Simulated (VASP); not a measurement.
# Mg (P6/mmm) in VASP: a series of runs, part 2 of 3

VASP 6.6.1. Earlier steps stand in the parts before.

## Step 3: Single point, PBE

This run uses another cell than the first one, of 23.29 Å³/atom, 1.190 times its volume.

Input file INCAR:

```
SYSTEM = Mg
ALGO = Normal
EDIFF = 1E-7
ENCUT = 520
GGA = PE
ISIF = 2
ISMEAR = -1
LASPH = .True.
LCHARG = .False.
LREAL = .False.
LWAVE = .False.
NBANDS = 10
NELM = 100
PREC = Accurate
SIGMA = 0.08
```

Input file KPOINTS:

```
k-points
0
Gamma
  7 7 10
  0 0 0
```

Input file POSCAR:

```
Mg
1.0
    5.1026261106      0.0000000000      0.0000000000
   -2.5513130553      4.4190038378      0.0000000000
    0.0000000000      0.0000000000      3.0986983489
Mg
3
Direct
    0.0000000000      0.0000000000      0.0000000000
    0.3333333333      0.6666666667      0.5000000000
    0.6666666667      0.3333333333      0.5000000000
```

Potentials or basis: VASP PAW PBE potentials, release 64 (Mg).

The run is started by

```sh
> cat potpaw_PBE.64/Mg/POTCAR > POTCAR
> mpirun -np 1 vasp_std > vasp.out
```

OUTCAR:

```text
SYSTEM = Mg
   EDIFF = 1E-7
   ENCUT = 520
   GGA = PE
   ISIF = 2
   ISMEAR = -1
   LASPH = .True.
   LREAL = .False.
   NELM = 100
   PREC = Accurate

 ion  position               nearest neighbor table
   1  0.000  0.000  0.000-   2 3.33   3 3.33   2 3.33   3 3.33   3 3.33   3 3.33   2 3.33   2 3.33
                             3 3.33   3 3.33   2 3.33   2 3.33
   2  0.333  0.667  0.500-   3 2.95   3 2.95   3 2.95   1 3.33   1 3.33   1 3.33   1 3.33   1 3.33
                             1 3.33
   3  0.667  0.333  0.500-   2 2.95   2 2.95   2 2.95   1 3.33   1 3.33   1 3.33   1 3.33   1 3.33
                             1 3.33

  LATTYP: Found a hexagonal cell.
 ALAT       =     5.1026261106
 C/A-ratio  =     0.6072752112

  Lattice vectors:

 A1 = (   5.1026261106,   0.0000000000,   0.0000000000)
 A2 = (  -2.5513130553,   4.4190038378,   0.0000000000)
 A3 = (   0.0000000000,   0.0000000000,   3.0986983489)

Analysis of symmetry for initial positions (statically):
=====================================================================
 Subroutine PRICEL returns:
 Original cell was already a primitive cell.

 Routine SETGRP: Setting up the symmetry group for a
 hexagonal supercell.

 Subroutine GETGRP returns: Found 24 space group operations
 (whereof 24 operations were pure point group operations)
 out of a pool of 24 trial point group operations.

The static configuration has the point symmetry D_6h.

Analysis of symmetry for dynamics (positions and initial velocities):
=====================================================================
 Subroutine PRICEL returns:
 Original cell was already a primitive cell.

 Routine SETGRP: Setting up the symmetry group for a
 hexagonal supercell.

 Subroutine GETGRP returns: Found 24 space group operations
 (whereof 24 operations were pure point group operations)
 out of a pool of 24 trial point group operations.

The dynamic configuration has the point symmetry D_6h.

 Subroutine INISYM returns: Found 24 space group operations
 (whereof 24 operations are pure point group operations),
 and found     1 'primitive' translations

----------------------------------------------------------------------------------------

                                     Primitive cell

  volume of cell :      69.8711

  direct lattice vectors                    reciprocal lattice vectors
     5.102626111  0.000000000  0.000000000     0.195977518  0.113147673  0.000000000
    -2.551313055  4.419003838  0.000000000     0.000000000  0.226295345  0.000000000
     0.000000000  0.000000000  3.098698349     0.000000000  0.000000000  0.322716150

  length of vectors
     5.102626111  5.102626111  3.098698349     0.226295345  0.226295345  0.322716150

  position of ions in fractional coordinates (direct lattice)
     0.000000000  0.000000000  0.000000000
     0.333333333  0.666666667  0.500000000
     0.666666667  0.333333333  0.500000000

  ion indices of the primitive-cell ions
   primitive index   ion index
                 1           1
                 2           2
                 3           3

----------------------------------------------------------------------------------------

[... 31 lines left out ...]
  0.285714  0.142857  0.000000     12.000000
[... 16 lines left out ...]
  0.428571  0.142857  0.200000     12.000000
  0.285714  0.285714  0.200000     12.000000
 [... further k-points ...]
   k-points           NKPTS =     48   k-points in BZ     NKDIM =     48   number of bands    NBANDS=     10
   number of dos      NEDOS =    301   number of ions     NIONS =      3
   total plane-waves  NPLWV =  38400
   dimension x,y,z NGX =    40 NGY =   40 NGZ =   24
   dimension x,y,z NGXF=    80 NGYF=   80 NGZF=   48
   ions per type =               3
   NGX,Y,Z   is equivalent  to a cutoff of  13.03, 13.03, 12.88 a.u.
   NGXF,Y,Z  is equivalent  to a cutoff of  26.06, 26.06, 25.75 a.u.
 SYSTEM =  Mg
   PREC   = accura    normal or accurate (medium, high low for compatibility)
   ISTART =      0    job   : 0-new  1-cont  2-samecut
   ICHARG =      2    charge: 1-file 2-atom 10-const
   ISPIN  =      1    spin polarized calculation?
   LNONCOLLINEAR =      F non collinear calculations
   LSORBIT =      F    spin-orbit coupling
   LASPH  =      T    aspherical Exc in radial PAW
   ENCUT  =  520.0 eV  38.22 Ry    6.18 a.u.   9.49  9.49  5.76*2*pi/ulx,y,z
   NELM   =    100;   NELMIN=  2; NELMDL= -5     # of ELM steps
   EDIFF  = 0.1E-06   stopping-criterion for ELM
   LREAL  =      F    real-space projection
   EDIFFG = 0.1E-05   stopping-criterion for IOM
   NSW    =      0    number of steps for IOM
   IBRION =     -1    ionic relax: 0-MD 1-quasi-New 2-CG
   NFREE  =      0    steps in history (QN), initial steepest desc. (CG)
   ISIF   =      2    stress and relaxation
   ISYM   =      2    0-nonsym 1-usesym 2-fastsym
   POTIM  = 0.5000    time-step for ionic-motion
   TEBEG  =    0.0;   TEEND  =   0.0 temperature during run
   PSTRESS=    0.0 pullay stress
   NELECT =       6.0000    total number of electrons
   NUPDOWN=      -1.0000    fix difference up-down
   EMIN   =  10.00;   EMAX   =-10.00  energy-range for DOS
   EFERMI =   0.00;   METHOD = LEGACY
   ISMEAR =    -1;   SIGMA  =   0.08  broadening in eV -4-tet -1-fermi 0-gaus
   EFERMI_NEDOS =   21; number of points for ismear=-14 and -15
   IALGO  =     38    algorithm
   IMIX   =      4    mixing-type and parameters
     AMIX     =   0.40;   BMIX     =  1.00
     AMIX_MAG =   1.60;   BMIX_MAG =  1.00
  volume/ion in A,a.u.               =      23.29       157.17
  Fermi-wavevector in a.u.,A,eV,Ry     =   0.722259  1.364871  7.097583  0.521658
  Thomas-Fermi vector in A             =   1.812176
   LORBIT       =      0    0 simple, 1 ext, 2 COOP (PROOUT), +10 PAW based schemes
   GGA     = PE    functional components
   LHFCALC =     F    Hartree Fock is set to
   AEXX    =    0.0000 exact exchange contribution
   IVDW    =     0    specifies the selected vdW correction
   LEPSILON=     F    determine dielectric tensor
   LRPA    =     F    only Hartree local field effects (RPA)
 non-spin polarized calculation
  energy-cutoff  :      520.00
  volume of cell :       69.87
 maximum number of plane-waves:      1908
 NGX is ok and might be reduce to    40
   NGX = 19   NGY = 19   NGZ = 11

 number of electron       6.0000000 magnetization

 Free energy of the ion-electron system (eV)
  ---------------------------------------------------
  ext. energy  EPLUGINS =         0.00000000
  ---------------------------------------------------
  free energy    TOTEN  =        -4.36721735 eV

  energy without entropy =       -4.33735283  energy(sigma->0) =       -4.35228509

 E-fermi :   2.5714     XC(G=0):  -8.4459

 val. band max:        2.5636277087   @ k =   0.2857   0.1429   0.5000
 cond. band min:       2.6889703074   @ k =   0.1429  -0.0000   0.1000
 fundamental gap:      0.1253425987
 Fermi energy:         2.5713658763

 k-point     1 :       0.0000    0.0000    0.0000
  band No.  band energies     occupation
      1      -4.3111      2.00000
      2       2.8151      0.09076
      3       2.8151      0.09076
      4       2.8683      0.04772
      5       2.8683      0.04772
      6       3.8891      0.00000
      7       3.9508      0.00000
      8      10.4626      0.00000
      9      10.9289      0.00000
     10      15.8091      0.00000
[... 287 lines left out ...]
 k-point    24 :       0.2857    0.2857    0.2000
  band No.  band energies     occupation
      1      -1.8212      2.00000
      2      -0.7551      2.00000
      3      -0.7478      2.00000
      4       5.4314      0.00000
      5       5.5162      0.00000
      6       7.0449      0.00000
      7       7.5584      0.00000
      8       8.1093      0.00000
      9       8.3210      0.00000
     10      11.7703      0.00000

 [... further k-points ...]

------------------------ aborting loop because EDIFF is reached ----------------------------------------

  FORCE on cell =-STRESS in cart. coord.  units (eV):
  Direction    XX          YY          ZZ          XY          YZ          ZX
  --------------------------------------------------------------------------------------
  -------------------------------------------------------------------------------------
  Total       -0.0419399     -0.0419399     -0.0605925      0.0000000     -0.0000000      0.0000000
  in kB       -0.9617015     -0.9617015     -1.3894145      0.0000000     -0.0000000      0.0000000
  external PRESSURE =      -1.1042725 kB  Pullay stress =       0.0000000 kB

 VOLUME and BASIS-vectors are now :
 -----------------------------------------------------------------------------
  energy-cutoff  :      520.00
  volume of cell :       69.87
      direct lattice vectors                 reciprocal lattice vectors
     5.102626111  0.000000000  0.000000000     0.195977518  0.113147673  0.000000000
    -2.551313055  4.419003838  0.000000000     0.000000000  0.226295345  0.000000000
     0.000000000  0.000000000  3.098698349     0.000000000  0.000000000  0.322716150

 POSITION                                       TOTAL-FORCE (eV/Angst)
 -----------------------------------------------------------------------------------
      0.00000      0.00000      0.00000         0.000000      0.000000      0.000000
     -0.00000      2.94600      1.54935        -0.000000     -0.000000      0.000000
      2.55131      1.47300      1.54935         0.000000      0.000000     -0.000000
 -----------------------------------------------------------------------------------
    total drift:                                0.000000     -0.000000     -0.000000

  FREE ENERGIE OF THE ION-ELECTRON SYSTEM (eV)
  ---------------------------------------------------
  free  energy   TOTEN  =        -4.3672173538 eV

  energy  without entropy=       -4.3373528291  energy(sigma->0) =       -4.35228509
```

OSZICAR:

```text
N       E                     dE             d eps       ncg     rms          rms(c)
DAV:   1     0.164933938685E+01    0.16493E+01   -0.19854E+03   960   0.421E+02
DAV:   2    -0.429095865546E+01   -0.59403E+01   -0.57289E+01  1210   0.439E+01
DAV:   3    -0.439145343991E+01   -0.10049E+00   -0.99379E-01  1222   0.477E+00
DAV:   4    -0.439193795899E+01   -0.48452E-03   -0.48433E-03  1152   0.345E-01
DAV:   5    -0.439194231330E+01   -0.43543E-05   -0.43545E-05  1126   0.335E-02    0.116E+00
DAV:   6    -0.438022513080E+01    0.11717E-01   -0.97836E-04  1086   0.267E-01    0.746E-01
DAV:   7    -0.436720335290E+01    0.13022E-01   -0.43656E-03  1026   0.473E-01    0.419E-02
DAV:   8    -0.436722060945E+01   -0.17257E-04   -0.41101E-05  1190   0.350E-02    0.915E-03
DAV:   9    -0.436721726803E+01    0.33414E-05   -0.26331E-06  1092   0.890E-03    0.130E-03
DAV:  10    -0.436721740765E+01   -0.13962E-06   -0.28061E-07  1182   0.165E-03    0.213E-04
DAV:  11    -0.436721735382E+01    0.53830E-07   -0.90248E-09   632   0.525E-04
   1 F= -.43672174E+01 E0= -.43522851E+01  d E =-.298645E-01
```

stdout:

```text
POSCAR found type information on POSCAR Mg
 POSCAR found :  1 types and       3 ions
 scaLAPACK will be used
 LDA part: xc-table for (Slater+PW92), standard interpolation
 POSCAR, INCAR and KPOINTS ok, starting setup
 FFT: planning ... GRIDC
 FFT: planning ... GRID_SOFT
 FFT: planning ... GRID
 WAVECAR not read
 entering main loop
```

Wall time 19 s (1 thread of Intel Xeon Platinum 8259CL at 2.50GHz (Skylake/Cascade Lake), shared host); peak memory 0.19 GiB.

Results:

- Free energy: -4.3672 eV
- Pressure: -0.1 GPa
- Band gap on the k mesh: zero (band 3 reaches 6.07 eV, above the bottom of band 4 at 1.66 eV)

Levels at points of the mesh, in eV from the Fermi level:
| k point | band 1 | band 2 | band 3 | band 4 | band 5 | band 6 |
| --- | --- | --- | --- | --- | --- | --- |
| (0.00, 0.00, 0.00) | -6.88 | 0.24 | 0.24 | 0.30 | 0.30 | 1.32 |
| (0.00, 0.00, 0.50) | -3.17 | -2.89 | 3.49 | 3.49 | 3.65 | 3.65 |

## Step 4: Single point, PBE

This run uses another cell than the first one, of 23.29 Å³/atom, 1.190 times its volume.

Input file INCAR:

```
PREC = Accurate ; ENCUT = 520
EDIFF = 1E-6 ; ISMEAR = -1
SIGMA = 0.08 ; LREAL = False
LASPH = True ; NELM = 60
ALGO = Normal ; ISIF = 2
LWAVE = False ; LCHARG = False
GGA = PE ; NBANDS = 10
```

Input file KPOINTS:

```
regular mesh
0
Gamma
  7 7 10
```

POSCAR is that of step 3.

The run is started by

```sh
> cat potpaw_PBE.64/Mg/POTCAR > POTCAR
> mpirun -np 1 vasp_std > vasp.out
```

It took 17 s on 1 thread of Intel Xeon Platinum 8259CL at 2.50GHz (Skylake/Cascade Lake), shared host; peak memory 0.19 GiB.

The run converged. Its results:

| Quantity | Value |
| --- | --- |
| Free energy | -4.3672 eV |
| Pressure | -0.1 GPa |
| Band gap on the k mesh | zero (band 3 reaches 6.07 eV, above the bottom of band 4 at 1.66 eV) |

Levels at points of the mesh, in eV from the Fermi level:
```csv
k point,band 1,band 2,band 3,band 4,band 5,band 6,band 7,band 8
"(0.00, 0.00, 0.00)",-6.88,0.24,0.24,0.30,0.30,1.32,1.38,7.89
"(0.00, 0.00, 0.50)",-3.17,-2.89,3.49,3.49,3.65,3.65,3.89,4.20
```

(Continued in part 3 of 3.)
